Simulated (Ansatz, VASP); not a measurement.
**One calculation of SnO, two programs**

Contents of INCAR:

```
SYSTEM = SnO
ALGO     = Normal         ! electronic algorithm
EDIFF    = 1E-6           ! SCF threshold, eV
ENCUT    = 520            ! plane-wave cutoff, eV
GGA      = PS             ! functional
ISIF     = 2              ! what is computed and relaxed
ISMEAR   = 0              ! smearing method
LASPH    = .True.         ! aspherical terms in the spheres
LCHARG   = .True.         ! write CHGCAR
LELF     = .True.         ! ELF
LREAL    = .False.        ! projectors in reciprocal space
LVHAR    = .True.       
LWAVE    = .False.        ! write WAVECAR
NBANDS   = 28             ! bands
NELM     = 80             ! most SCF steps
PREC     = Accurate       ! precision mode
SIGMA    = 0.05           ! smearing width, eV
```

The input KPOINTS:

```
k-points
0
Gamma
  8 6 8
  0 0 0
```

The input POSCAR:

```
SnO
1.0
    3.3156061815      0.0000000000      0.0000000000
    0.0000000000      5.7049851891      0.0000000000
    0.0000000000      0.0000000000      3.8941648049
Sn O
2 2
Direct
   -0.0213266215      0.2461838227      0.5261742991
    0.5000000000      0.7662107192      0.0261742991
    0.0000000000      0.8853564082      0.7238267009
    0.5000000000      0.1146435918      0.2238267009
```

Input for Ansatz:

```yaml
crystal:
  lattice:
    - [3.3156061815, 0.0, 0.0]
    - [0.0, 5.7049851891, 0.0]
    - [0.0, 0.0, 3.8941648049]
  atoms:
    - { symbol: Sn, position: [-0.0213266215, 0.2461838227, 0.5261742991] }
    - { symbol: Sn, position: [0.5, 0.7662107192, 0.0261742991] }
    - { symbol: O, position: [0.0, 0.8853564082, 0.7238267009] }
    - { symbol: O, position: [0.5, 0.1146435918, 0.2238267009] }
basis:
  ecutwfc: 420
kpoints:
  mp_grid: { grid: [8, 6, 8] }
hamiltonian:
  xc: pbesol
scf:
  occupations: { method: gaussian, width: 0.05 }
output:
  forces: true
  stress: true
  eigenvalues: true
```

Alike in both runs: task single point; functional PBEsol; k mesh 8 × 6 × 8; occupations gaussian, width 0.05 eV; no spin polarisation.

```csv
,VASP,Ansatz
version,VASP 6.6.1,Ansatz 0.2.0
potentials or method,"VASP PAW PBE potentials, release 64 (Sn_d, O), cutoff 520 eV","scalar-relativistic, plane waves, PAW"
valence electrons in the cell,40,40
```

```csv
,VASP,Ansatz,Ansatz less VASP
gap on the k mesh at the Fermi level (eV),1.15,1.16,+0.010
least direct gap on the mesh (eV),1.79,1.80,+0.011
pressure (GPa),-1.7,-1.9,-0.20
"traceless stress, the component that is largest in VASP (GPa)",-0.95,-0.99,-0.042
rms of the force components (eV/Å),0.275,0.294,+0.0191
```

VASP's potentials were made for PBE, not for PBEsol. Atom by atom the forces differ by 0.035 eV/Å (rms over components).
